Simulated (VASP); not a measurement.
# TaN (P-6m2) in VASP: further runs, part 2 of 2

VASP 6.6.1.

## Step 3: Single point, B3LYP

Input file POSCAR:

```
TaN
1.0
    2.9380011100      0.0000000000      0.0000000000
   -1.4690005500      2.5443836000      0.0000000000
    0.0000000000      0.0000000000      2.8830022100
Ta N
1 1
Direct
    0.3333333333      0.6666666667      0.5000000000
    0.0000000000      0.0000000000      0.0000000000
```

Input file INCAR.step1:

```
SYSTEM = TaN
PREC = Accurate
ENCUT = 520
EDIFF = 1E-5
ISMEAR = -1
SIGMA = 0.05
LREAL = .FALSE.
LASPH = .TRUE.
NELM = 100
ALGO = Normal
ISIF = 2
LWAVE = .TRUE.
LCHARG = .FALSE.
NBANDS = 15
GGA = PE
```

Input file INCAR.step2:

```
SYSTEM = TaN
PREC = Accurate
ENCUT = 520
EDIFF = 1E-6
ISMEAR = -1
SIGMA = 0.05
LREAL = .FALSE.
LASPH = .TRUE.
NELM = 100
ALGO = Normal
ISIF = 2
LWAVE = .FALSE.
LCHARG = .FALSE.
GGA = B3
LHFCALC = .TRUE.
AEXX = 0.2
AGGAX = 0.72
AGGAC = 0.81
ALDAC = 0.19
PRECFOCK = Normal
NBANDS = 15
ISTART = 1
```

Input file KPOINTS:

```
Automatic mesh
0
G
  5 5 5
  0 0 0
```

Potentials or basis: VASP PAW PBE potentials, release 64 (Ta_pv, N).

On the command line:

```console
$ cat potpaw_PBE.64/Ta_pv/POTCAR potpaw_PBE.64/N/POTCAR > POTCAR
$ cp INCAR.step1 INCAR
$ mpirun -np 1 vasp_std > vasp.out
$ cp INCAR.step2 INCAR
$ mpirun -np 1 vasp_std > vasp.out
```

OUTCAR:

```text
SYSTEM = TaN
   PREC = Accurate
   ENCUT = 520
   EDIFF = 1E-6
   ISMEAR = -1
   LREAL = .FALSE.
   LASPH = .TRUE.
   NELM = 100
   ISIF = 2
   GGA = B3
   LHFCALC = .TRUE.
   AEXX = 0.2
   PRECFOCK = Normal
   ISTART = 1

 ion  position               nearest neighbor table
   1  0.333  0.667  0.500-   2 2.23   2 2.23   2 2.23   2 2.23   2 2.23   2 2.23
   2  0.000  0.000  0.000-   1 2.23   1 2.23   1 2.23   1 2.23   1 2.23   1 2.23

  LATTYP: Found a hexagonal cell.
 ALAT       =     2.9380011100
 C/A-ratio  =     0.9812801636

  Lattice vectors:

 A1 = (   2.9380011100,   0.0000000000,   0.0000000000)
 A2 = (  -1.4690005500,   2.5443836000,   0.0000000000)
 A3 = (   0.0000000000,   0.0000000000,   2.8830022100)

Analysis of symmetry for initial positions (statically):
=====================================================================
 Subroutine PRICEL returns:
 Original cell was already a primitive cell.

 Routine SETGRP: Setting up the symmetry group for a
 hexagonal supercell.

 Subroutine GETGRP returns: Found 12 space group operations
 (whereof 12 operations were pure point group operations)
[... 175 lines left out ...]
      5       2.9242      2.00000
      6       2.9243      2.00000
      7       3.4189      2.00000
      8       4.6909      2.00000
      9      11.6420      0.00000
     10      12.8316      0.00000
     11      12.8316      0.00000
     12      13.3352      0.00000
     13      13.3352      0.00000
     14      22.9192      0.00000
[... 239 lines left out ...]
      2     -29.3022      2.00000
      3     -28.8439      2.00000
      4      -9.1800      2.00000
      5      -0.3681      2.00000
      6       0.7527      2.00000
      7       3.0447      2.00000
      8       7.2623      2.00000
      9      13.6395      0.00000
     10      14.0402      0.00000
     11      15.4007      0.00000
     12      16.5818      0.00000
     13      19.4514      0.00000
     14      21.4755      0.00000
     15      23.0398      0.00000

------------------------ aborting loop because EDIFF is reached ----------------------------------------

  FORCE on cell =-STRESS in cart. coord.  units (eV):
  Direction    XX          YY          ZZ          XY          YZ          ZX
  --------------------------------------------------------------------------------------
  -------------------------------------------------------------------------------------
  Total        1.0459373      1.0459373      1.0892704      0.0000000     -0.0000000     -0.0000000
  in kB       77.7565014     77.7565016     80.9779465      0.0000002     -0.0000000     -0.0000000
  external PRESSURE =      78.8303165 kB  Pullay stress =       0.0000000 kB

 VOLUME and BASIS-vectors are now :
 -----------------------------------------------------------------------------
  energy-cutoff  :      520.00
  volume of cell :       21.55
      direct lattice vectors                 reciprocal lattice vectors
     2.938001110  0.000000000  0.000000000     0.340367468  0.196511249  0.000000000
    -1.469000550  2.544383600  0.000000000     0.000000000  0.393022499  0.000000000
     0.000000000  0.000000000  2.883002210     0.000000000  0.000000000  0.346860643

 POSITION                                       TOTAL-FORCE (eV/Angst)
 -----------------------------------------------------------------------------------
      0.00000      1.69626      1.44150         0.000000     -0.000000      0.000000
      0.00000      0.00000      0.00000        -0.000000      0.000000      0.000000
 -----------------------------------------------------------------------------------
    total drift:                               -0.000001      0.000017      0.000000

  FREE ENERGIE OF THE ION-ELECTRON SYSTEM (eV)
  ---------------------------------------------------
  free  energy   TOTEN  =       -25.3061865577 eV

  energy  without entropy=      -25.3039685525  energy(sigma->0) =      -25.30507756
```

OUTCAR.step1:

```text
SYSTEM = TaN
   PREC = Accurate
   ENCUT = 520
   EDIFF = 1E-5
   ISMEAR = -1
   LREAL = .FALSE.
[... 481 lines left out ...]
      0.00000      1.69626      1.44150         0.000000      0.000000      0.000000
      0.00000      0.00000      0.00000        -0.000000      0.000000      0.000000
 -----------------------------------------------------------------------------------
    total drift:                               -0.000000      0.000000     -0.000000

  FREE ENERGIE OF THE ION-ELECTRON SYSTEM (eV)
  ---------------------------------------------------
  free  energy   TOTEN  =       -22.4531945624 eV

  energy  without entropy=      -22.4509754633  energy(sigma->0) =      -22.45208501
```

OSZICAR.step1:

```text
N       E                     dE             d eps       ncg     rms          rms(c)
DAV:   1     0.893512517384E+02    0.89351E+02   -0.88702E+03   450   0.114E+03
DAV:   2    -0.221891791029E+02   -0.11154E+03   -0.10366E+03   527   0.302E+02
DAV:   3    -0.249687792058E+02   -0.27796E+01   -0.27604E+01   534   0.448E+01
DAV:   4    -0.249807913184E+02   -0.12012E-01   -0.12011E-01   555   0.309E+00
DAV:   5    -0.249808568628E+02   -0.65544E-04   -0.65536E-04   534   0.215E-01    0.235E+01
DAV:   6    -0.225302278732E+02    0.24506E+01   -0.39688E+00   569   0.235E+01    0.987E+00
DAV:   7    -0.224814146764E+02    0.48813E-01   -0.60393E-01   506   0.611E+00    0.696E+00
DAV:   8    -0.224625811610E+02    0.18834E-01   -0.16217E-01   548   0.342E+00    0.176E+00
DAV:   9    -0.224531978785E+02    0.93833E-02   -0.19255E-02   471   0.115E+00    0.173E-01
DAV:  10    -0.224532650245E+02   -0.67146E-04   -0.13673E-03   555   0.406E-01    0.897E-02
DAV:  11    -0.224531948495E+02    0.70175E-04   -0.98847E-05   513   0.103E-01    0.126E-02
DAV:  12    -0.224531945624E+02    0.28708E-06   -0.12060E-05   357   0.321E-02
   1 F= -.22453195E+02 E0= -.22452085E+02  d E =-.221910E-02
```

It took 14 min on 1 thread of AMD EPYC 7R43 (Zen 3), shared host; peak memory 0.12 GiB.

What came out:

- Free energy: -25.3062 eV
- Pressure: 7.9 GPa
- Band gap on the k mesh: zero (filled and empty bands touch)

Levels at points of the mesh, in eV from the Fermi level:
```
           k point  band 4  band 5  band 6  band 7  band 8  band 9  band 10  band 11  band 12  band 13
(0.00, 0.00, 0.00)  -19.93   -5.68   -5.68   -5.19   -3.92    3.03     4.22     4.22     4.73     4.73
```

Caveat: the k points lie up to 0.49 Å⁻¹ apart; the PAW data sets were made with another functional, which shifts forces and pressure a little; spin-orbit coupling is left out, which moves the levels of the heavy elements.

## Step 4: Single point, B3LYP

This run uses another cell than the first one, of 10.99 Å³/atom, 1.020 times its volume.

Input file POSCAR:

```
TaN
1.0
    2.9585333391     -0.0000000029      0.0000000000
   -1.4792666670      2.5621650310      0.0000000000
    0.0000000000      0.0000000000      2.9007431439
Ta N
1 1
Direct
    0.3333333333      0.6666666667      0.5000000000
    0.0000000000      0.0000000000      0.0000000000
```

Input file INCAR.step1:

```
SYSTEM = TaN
PREC     = Accurate       ! precision mode
ENCUT    = 520            ! plane-wave cutoff, eV
EDIFF    = 1E-5           ! SCF threshold, eV
ISMEAR   = -1             ! smearing method
SIGMA    = 0.05           ! smearing width, eV
LREAL    = .FALSE.        ! projectors in reciprocal space
LASPH    = .TRUE.         ! aspherical terms in the spheres
NELM     = 100            ! most SCF steps
ALGO     = Normal         ! electronic algorithm
ISIF     = 2              ! what is computed and relaxed
LWAVE    = .TRUE.         ! write WAVECAR
LCHARG   = .FALSE.        ! write CHGCAR
GGA      = PE             ! functional
NBANDS   = 15             ! bands
```

Input file INCAR.step2:

```
SYSTEM = TaN
PREC     = Accurate       ! precision mode
ENCUT    = 520            ! plane-wave cutoff, eV
EDIFF    = 1E-6           ! SCF threshold, eV
ISMEAR   = -1             ! smearing method
SIGMA    = 0.05           ! smearing width, eV
LREAL    = .FALSE.        ! projectors in reciprocal space
LASPH    = .TRUE.         ! aspherical terms in the spheres
NELM     = 100            ! most SCF steps
ALGO     = Normal         ! electronic algorithm
ISIF     = 2              ! what is computed and relaxed
LWAVE    = .FALSE.        ! write WAVECAR
LCHARG   = .FALSE.        ! write CHGCAR
GGA      = B3             ! functional
LHFCALC  = .TRUE.         ! exact exchange
AEXX     = 0.2            ! exact-exchange fraction
AGGAX    = 0.72         
AGGAC    = 0.81         
ALDAC    = 0.19         
PRECFOCK = Normal       
ISTART   = 1            
NBANDS   = 15             ! bands
```

Input file KPOINTS:

```
regular mesh
0
G
  5 5 5
  0 0 0
```

On the command line:

```console
$ cat potpaw_PBE.64/Ta_pv/POTCAR potpaw_PBE.64/N/POTCAR > POTCAR
$ cp INCAR.step1 INCAR
$ mpirun -np 1 vasp_std > vasp.out
$ cp INCAR.step2 INCAR
$ mpirun -np 1 vasp_std > vasp.out
```

It took 11 min on 1 thread of AMD EPYC 7R43 (Zen 3), shared host; peak memory 0.12 GiB.

The run converged. Its results:

```yaml
Free_energy: -25.3178 eV
Pressure: 0.6 GPa
```

Levels at points of the mesh, in eV from the Fermi level:
```tsv
k point	band 4	band 5	band 6	band 7	band 8	band 9	band 10	band 11	band 12	band 13
(0.00, 0.00, 0.00)	-19.77	-5.60	-5.60	-5.09	-3.88	2.87	4.13	4.13	4.61	4.61
```

Caveat: the k points lie up to 0.49 Å⁻¹ apart; the PAW data sets were made with another functional, which shifts forces and pressure a little; spin-orbit coupling is left out, which moves the levels of the heavy elements.

## Step 5: Summary

| task | level | potentials or basis | U | cell | k mesh | cutoff (eV) | second run | grid for exact exchange (PRECFOCK) | gap on the mesh (eV) | pressure (GPa) |
| --- | --- | --- | --- | --- | --- | --- | --- | --- | --- | --- |
| relaxation of cell and atoms | PBE+U | VASP PAW PBE potentials, release 64 (Ta_sv_GW, N) | Ta d U = 3.0 eV | relaxed from a = 2.938, b = 2.938, c = 2.883 Å, angles 90.0, 90.0, 120.0°, 2 atoms | 10 × 10 × 9 | 600 | valence_matched | - | none | 0.1 |
| single point | B3LYP | VASP PAW PBE potentials, release 64 (Ta_pv, N) | - | a = 2.938, b = 2.938, c = 2.883 Å, angles 90.0, 90.0, 120.0°, 2 atoms | 5 × 5 × 5 | 520 | - | Normal | none | 7.9 |
| single point | B3LYP | VASP PAW PBE potentials, release 64 (Ta_pv, N) | - | a = 2.959, b = 2.959, c = 2.901 Å, angles 90.0, 90.0, 120.0°, 2 atoms | 5 × 5 × 5 | 520 | - | Normal | - | 0.6 |

Alike in all rows: no spin polarisation; smearing fermi-dirac 0.05 eV.

Caveats: some runs use coarse meshes; spin-orbit coupling is left out, which moves the levels of the heavy elements; the PAW data sets were made with another functional, which shifts forces and pressure a little (some runs); U without spin polarisation on a metal has little footing (some runs).

Total energies depend on the potentials used, so only differences within one code and one set of settings carry meaning.
